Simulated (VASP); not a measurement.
Runs of VASP 6.6.1 on C. The structure is that of space group Fmmm (No. 69), or close to it. The cells are those of the table. 

```csv
task,level,cell,cutoff (eV),gap on the mesh (eV),pressure (GPa),largest force (eV/Å)
single point,PBEsol,"a = 4.272, b = 3.794, c = 2.609 Å, angles 81.4, 61.4, 37.2°, 2 atoms",520,none,-15.1,8.35
single point,PBEsol,"a = 3.935, b = 3.582, c = 2.327 Å, angles 80.5, 63.9, 35.7°, 2 atoms",520,none,115.0,8.45
single point,PBE,"a = 3.978, b = 3.576, c = 2.463 Å, angles 80.1, 62.3, 37.6°, 2 atoms",520,0.36,(c),0.03
single point,PBEsol,"a = 3.967, b = 3.566, c = 2.456 Å, angles 80.1, 62.3, 37.6°, 2 atoms",520,0.66,3.0,2.36
single point,PBEsol,"a = 3.818, b = 3.330, c = 2.527 Å, angles 80.1, 59.2, 40.7°, 2 atoms",520,none,(b),4.88
single point,PBEsol,"a = 4.261, b = 3.891, c = 2.459 Å, angles 80.9, 64.4, 34.7°, 2 atoms",520,(a),0.6,-
single point,PBEsol,"a = 4.173, b = 3.814, c = 2.474 Å, angles 80.1, 64.2, 35.7°, 2 atoms",520,none,14.7,14.05
single point,PBEsol,"a = 3.860, b = 3.536, c = 2.400 Å, angles 78.6, 63.9, 37.5°, 2 atoms",520,none,22.1,6.59
single point,r2SCAN,"a = 3.900, b = 3.444, c = 2.472 Å, angles 80.6, 60.6, 38.7°, 2 atoms",520,none,57.8,9.12
relaxation of cell and atoms,PBEsol,"relaxed from a = 4.261, b = 3.891, c = 2.459 Å, angles 80.9, 64.4, 34.7°, 2 atoms",600,0.62,0.0,-
```

Alike in all rows: potentials or basis VASP PAW PBE potentials, release 64 (C); no spin polarisation; k mesh 14 × 14 × 14; smearing gaussian 0.02 eV.

Problem. Estimate the missing entries.

Solution. (a) 0.71; (b) 68.4; (c) 2.6.

Caveats: the PAW data sets were made with another functional, which shifts forces and pressure a little (some runs).

A k mesh can miss the band edges.

A gap of «none» marks levels without a gap at the run's occupations.
